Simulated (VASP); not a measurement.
# HfSi3 (Fm-3m) in VASP: further runs

Runs on HfSi3. Level: PBE. Tasks: relaxation of cell and atoms, single point.

All numbers are computed with VASP 6.6.1; they aren't measurements. Logs are shortened: lines on timing, memory, paths and dates and some standing lists are left out, and cuts for length are marked.

### 1 The cell of the first run

It takes space group Fm-3m (No. 225, cubic). The conventional cell has a = 6.582 Å, b = 6.582 Å, c = 6.582 Å, α = 90.00°, β = 90.00°, γ = 90.00°. Within 3.8 Å of Hf (site symmetry m-3m) lie 14 Si at 2.85 to 3.29 Å. Within 3.8 Å of Si (site symmetry -43m) lie 4 Hf at 2.85 Å and 10 Si at 2.85 to 3.29 Å. Si (site symmetry m-3m) has 8 Si at 2.85 Å and 6 Hf at 3.29 Å within 3.8 Å.

### 2 Relaxation of cell and atoms, PBE

Input file INCAR:

```
PREC     = Accurate       # precision mode
ENCUT    = 600            # plane-wave cutoff, eV
EDIFF    = 1E-6           # SCF threshold, eV
ISMEAR   = 0              # smearing method
SIGMA    = 0.1            # smearing width, eV
LREAL    = F              # projectors in reciprocal space
LASPH    = T              # aspherical terms in the spheres
NELM     = 100            # most SCF steps
ALGO     = Normal         # electronic algorithm
ISIF     = 3              # what is computed and relaxed
LWAVE    = F              # write WAVECAR
LCHARG   = F              # write CHGCAR
GGA      = PE             # functional
IBRION   = 2              # ionic algorithm
NSW      = 90             # ionic steps
EDIFFG   = -0.04          # ionic threshold
```

Input file KPOINTS:

```
Automatic mesh
0
Gamma
  4 4 4
```

Input file POSCAR:

```
HfSi3
1.0
    0.0000000000      3.2910165300      3.2910165300
    3.2910165300      0.0000000000      3.2910165300
    3.2910165300      3.2910165300      0.0000000000
Hf Si
1 3
Direct
    0.0000000000      0.0000000000      0.0000000000
    0.2500000000      0.2500000000      0.2500000000
    0.7500000000      0.7500000000      0.7500000000
    0.5000000000      0.5000000000      0.5000000000
```

Potentials or basis: VASP PAW PBE potentials, release 64 (Hf_pv, Si).

Launch:

```bash
> cat potpaw_PBE.64/Hf_pv/POTCAR potpaw_PBE.64/Si/POTCAR > POTCAR
> mpirun -np 1 vasp_std > vasp.out
```

OUTCAR:

```text
PREC = Accurate
   ENCUT = 600
   EDIFF = 1E-6
   ISMEAR = 0
   LREAL = F
   LASPH = T
   NELM = 100
   ISIF = 3
   GGA = PE
   IBRION = 2
   NSW = 90
   EDIFFG = -0.04

 ion  position               nearest neighbor table
   1  0.000  0.000  0.000-   3 2.85   3 2.85   3 2.85   2 2.85   3 2.85   2 2.85   2 2.85   2 2.85
                             4 3.29   4 3.29   4 3.29   4 3.29   4 3.29   4 3.29
   2  0.250  0.250  0.250-   1 2.85   1 2.85   1 2.85   1 2.85   4 2.85   4 2.85   4 2.85   4 2.85

   3  0.750  0.750  0.750-   4 2.85   4 2.85   4 2.85   1 2.85   4 2.85   1 2.85   1 2.85   1 2.85

   4  0.500  0.500  0.500-   2 2.85   2 2.85   2 2.85   2 2.85   3 2.85   3 2.85   3 2.85   3 2.85
                             1 3.29   1 3.29   1 3.29   1 3.29   1 3.29   1 3.29

  LATTYP: Found a face centered cubic cell.
 ALAT       =     6.5820330600

  Lattice vectors:

 A1 = (   0.0000000000,   3.2910165300,   3.2910165300)
 A2 = (   3.2910165300,   0.0000000000,   3.2910165300)
 A3 = (   3.2910165300,   3.2910165300,   0.0000000000)

Analysis of symmetry for initial positions (statically):
=====================================================================
 Subroutine PRICEL returns:
 Original cell was already a primitive cell.

 Routine SETGRP: Setting up the symmetry group for a
 face centered cubic supercell.

 Subroutine GETGRP returns: Found 48 space group operations
 (whereof 48 operations were pure point group operations)
 out of a pool of 48 trial point group operations.

The static configuration has the point symmetry O_h .

Analysis of symmetry for dynamics (positions and initial velocities):
=====================================================================
 Subroutine PRICEL returns:
 Original cell was already a primitive cell.

 Routine SETGRP: Setting up the symmetry group for a
 face centered cubic supercell.

 Subroutine GETGRP returns: Found 48 space group operations
 (whereof 48 operations were pure point group operations)
 out of a pool of 48 trial point group operations.

The dynamic configuration has the point symmetry O_h .

 Subroutine INISYM returns: Found 48 space group operations
 (whereof 48 operations are pure point group operations),
 and found     1 'primitive' translations

----------------------------------------------------------------------------------------

                                     Primitive cell

  volume of cell :      71.2886
[... 70 lines left out ...]
   ISPIN  =      1    spin polarized calculation?
   LNONCOLLINEAR =      F non collinear calculations
   LSORBIT =      F    spin-orbit coupling
   LASPH  =      T    aspherical Exc in radial PAW
   ENCUT  =  600.0 eV  44.10 Ry    6.64 a.u.   9.30  9.30  9.30*2*pi/ulx,y,z
   NELM   =    100;   NELMIN=  2; NELMDL= -5     # of ELM steps
   EDIFF  = 0.1E-05   stopping-criterion for ELM
   LREAL  =      F    real-space projection
   EDIFFG = -.4E-01   stopping-criterion for IOM
   NSW    =     90    number of steps for IOM
   IBRION =      2    ionic relax: 0-MD 1-quasi-New 2-CG
   NFREE  =      1    steps in history (QN), initial steepest desc. (CG)
   ISIF   =      3    stress and relaxation
   ISYM   =      2    0-nonsym 1-usesym 2-fastsym
   POTIM  = 0.5000    time-step for ionic-motion
   TEBEG  =    0.0;   TEEND  =   0.0 temperature during run
   PSTRESS=    0.0 pullay stress
   NELECT =      22.0000    total number of electrons
   NUPDOWN=      -1.0000    fix difference up-down
   EMIN   =  10.00;   EMAX   =-10.00  energy-range for DOS
   EFERMI =   0.00;   METHOD = LEGACY
   ISMEAR =     0;   SIGMA  =   0.10  broadening in eV -4-tet -1-fermi 0-gaus
   EFERMI_NEDOS =   21; number of points for ismear=-14 and -15
   IALGO  =     38    algorithm
   IMIX   =      4    mixing-type and parameters
     AMIX     =   0.40;   BMIX     =  1.00
     AMIX_MAG =   1.60;   BMIX_MAG =  1.00
  volume/ion in A,a.u.               =      17.82       120.27
  Fermi-wavevector in a.u.,A,eV,Ry     =   1.106307  2.090617 16.652377  1.223915
  Thomas-Fermi vector in A             =   2.242806
   LORBIT       =      0    0 simple, 1 ext, 2 COOP (PROOUT), +10 PAW based schemes
   GGA     = PE    functional components
   LHFCALC =     F    Hartree Fock is set to
   AEXX    =    0.0000 exact exchange contribution
   IVDW    =     0    specifies the selected vdW correction
   LEPSILON=     F    determine dielectric tensor
   LRPA    =     F    only Hartree local field effects (RPA)
 conjugate gradient relaxation of ions
 non-spin polarized calculation
 Gauss-broadening in eV      SIGMA  =   0.10
  energy-cutoff  :      600.00
  volume of cell :       71.29
 maximum number of plane-waves:      2421
 NGX is ok and might be reduce to    40
   NGX = 19   NGY = 19   NGZ = 19

--------------------------------------- Ionic step        1  -------------------------------------------

 number of electron      22.0000000 magnetization

 Free energy of the ion-electron system (eV)
  ---------------------------------------------------
  ext. energy  EPLUGINS =         0.00000000
  ---------------------------------------------------
  free energy    TOTEN  =       -24.87465257 eV

  energy without entropy =      -24.85234524  energy(sigma->0) =      -24.86349891

------------------------ aborting loop because EDIFF is reached ----------------------------------------

  FORCE on cell =-STRESS in cart. coord.  units (eV):
  Direction    XX          YY          ZZ          XY          YZ          ZX
  --------------------------------------------------------------------------------------
  -------------------------------------------------------------------------------------
  Total       -1.9772703     -1.9772703     -1.9772703     -0.0000000     -0.0000000     -0.0000000
  in kB      -44.4381990    -44.4381990    -44.4381990     -0.0000000     -0.0000000     -0.0000000
  external PRESSURE =     -44.4381990 kB  Pullay stress =       0.0000000 kB
[... 63 lines left out ...]
--------------------------------------- Ionic step        3  -------------------------------------------

 number of electron      22.0000000 magnetization

 Free energy of the ion-electron system (eV)
  ---------------------------------------------------
  ext. energy  EPLUGINS =         0.00000000
  ---------------------------------------------------
  free energy    TOTEN  =       -24.92695006 eV

  energy without entropy =      -24.91113475  energy(sigma->0) =      -24.91904240

 E-fermi :   8.0329     XC(G=0): -11.0955

 val. band max:        7.9698443138   @ k =   0.5000   0.0000   0.0000
 cond. band min:       8.0340012623   @ k =  -0.2500   0.5000   0.2500
 fundamental gap:      0.0641569485
 Fermi energy:         8.0328743204

 k-point     1 :       0.0000    0.0000    0.0000
  band No.  band energies     occupation
      1     -22.9012      2.00000
      2     -22.9012      2.00000
      3     -22.9012      2.00000
      4      -4.4405      2.00000
      5       3.7945      2.00000
      6       4.1037      2.00000
      7       4.1037      2.00000
      8       4.1037      2.00000
      9       5.7994      2.00000
     10       6.2207      2.00000
     11       6.2207      2.00000
     12       6.2207      2.00000
     13       7.5533      2.00000
     14       7.5533      2.00000
[... 156 lines left out ...]
  FREE ENERGIE OF THE ION-ELECTRON SYSTEM (eV)
  ---------------------------------------------------
  free  energy   TOTEN  =       -24.9269500571 eV

  energy  without entropy=      -24.9111347470  energy(sigma->0) =      -24.91904240

 reached required accuracy - stopping structural energy minimisation
```

CONTCAR:

```text
HfSi3
   1.00000000000000
    -0.0000000000000000    3.2349105990843756    3.2349105990843756
     3.2349105990843756    0.0000000000000000    3.2349105990843756
     3.2349105990843756    3.2349105990843756   -0.0000000000000000
  Hf              Si
     1     3
Direct
     0.0000000000000000    0.0000000000000000    0.0000000000000000
     0.2500000000000000    0.2500000000000000    0.2500000000000000
     0.7500000000000000    0.7500000000000000    0.7500000000000000
     0.5000000000000000    0.5000000000000000    0.5000000000000000

  0.00000000E+00  0.00000000E+00  0.00000000E+00
  0.00000000E+00  0.00000000E+00  0.00000000E+00
  0.00000000E+00  0.00000000E+00  0.00000000E+00
  0.00000000E+00  0.00000000E+00  0.00000000E+00
```

It took 17 s on 1 thread of Intel Xeon 6975P-C (Granite Rapids), shared host; peak memory 0.23 GiB.

Results:

```yaml
Free_energy: -24.9270 eV
Relaxed_volume: 16.93 Å³/atom
Relaxed_cell: a = 4.575 Å, b = 4.575 Å, c = 4.575 Å, α = 60.00°, β = 60.00°, γ = 60.00°
Space_group_after_relaxing_to_0.05_Å: Fm-3m (No. 225)
Energy_gained_by_relaxing: 13.1 meV/atom
Ionic_steps: 3
Pressure_after_relaxing: 0.0 GPa
Band_gap_on_the_k_mesh: zero (band 11 reaches 8.16 eV, above the bottom of band 12 at 6.22 eV)
```

Step by step:
```csv
step,energy change (eV),largest force (eV/Å),pressure (GPa),volume (Å³)
1,0.0000,0.0000,-4.44,71.29
2,-0.0431,0.0000,2.13,66.31
3,-0.0523,0.0000,0.03,67.70
```

Final structure:
```
CELL_PARAMETERS angstrom
0.00000 3.23491 3.23491
3.23491 0.00000 3.23491
3.23491 3.23491 0.00000
ATOMIC_POSITIONS crystal
Hf 0.00000 0.00000 0.00000
Si 0.25000 0.25000 0.25000
Si 0.75000 0.75000 0.75000
Si 0.50000 0.50000 0.50000
```

Caveat: the k points lie up to 0.42 Å⁻¹ apart in the final cell; spin-orbit coupling is left out, which moves the levels of the heavy elements.

### 3 Single point, PBE

This run uses another cell than the first one, of 16.83 Å³/atom, 0.944 times its volume.

Input file INCAR:

```
PREC = Accurate ; ENCUT = 520
EDIFF = 1E-7 ; ISMEAR = 0
SIGMA = 0.1 ; LREAL = F
LASPH = T ; NELM = 80
ALGO = Normal ; ISIF = 2
LWAVE = F ; LCHARG = F
GGA = PE ; NBANDS = 19
```

Input file KPOINTS:

```
regular mesh
0
Gamma
  12 12 12
```

Input file POSCAR:

```
HfSi3
1.0
    0.0000000000      3.2285530865      3.2285530865
    3.2285530865      0.0000000000      3.2285530865
    3.2285530865      3.2285530865      0.0000000000
Hf Si
1 3
Direct
    0.0000000000      0.0000000000      0.0000000000
    0.2500000000      0.2500000000      0.2500000000
    0.7500000000      0.7500000000      0.7500000000
    0.5000000000      0.5000000000      0.5000000000
```

Potentials or basis: VASP PAW PBE potentials, release 64 (Hf_pv, Si).

Launch:

```bash
> cat potpaw_PBE.64/Hf_pv/POTCAR potpaw_PBE.64/Si/POTCAR > POTCAR
> mpirun -np 1 vasp_std > vasp.out
```

Wall time 31 s (1 thread of Intel Xeon 6975P-C (Granite Rapids), shared host); peak memory 0.25 GiB.

The run converged. Its results:

```
Free energy            : -24.9227 eV
Pressure               : -0.2 GPa
Band gap on the k mesh : zero (band 11 reaches 8.47 eV, above the bottom of band 12 at 6.27 eV)
```

Levels at points of the mesh, in eV from the Fermi level:
```csv
k point,band 7,band 8,band 9,band 10,band 11,band 12,band 13,band 14,band 15,band 16
"(0.00, 0.00, 0.00)",-3.94,-3.94,-2.17,-1.80,-1.80,-1.80,-0.46,-0.46,2.58,2.58
"(0.50, 0.00, 0.00)",-4.40,-4.40,-2.04,-1.45,-1.45,-0.03,-0.03,3.28,4.24,4.45
"(0.50, 0.50, 0.00)",-4.79,-4.79,-3.16,-0.06,-0.06,1.08,2.65,3.75,4.36,4.54
```

Caveat: spin-orbit coupling is left out, which moves the levels of the heavy elements.
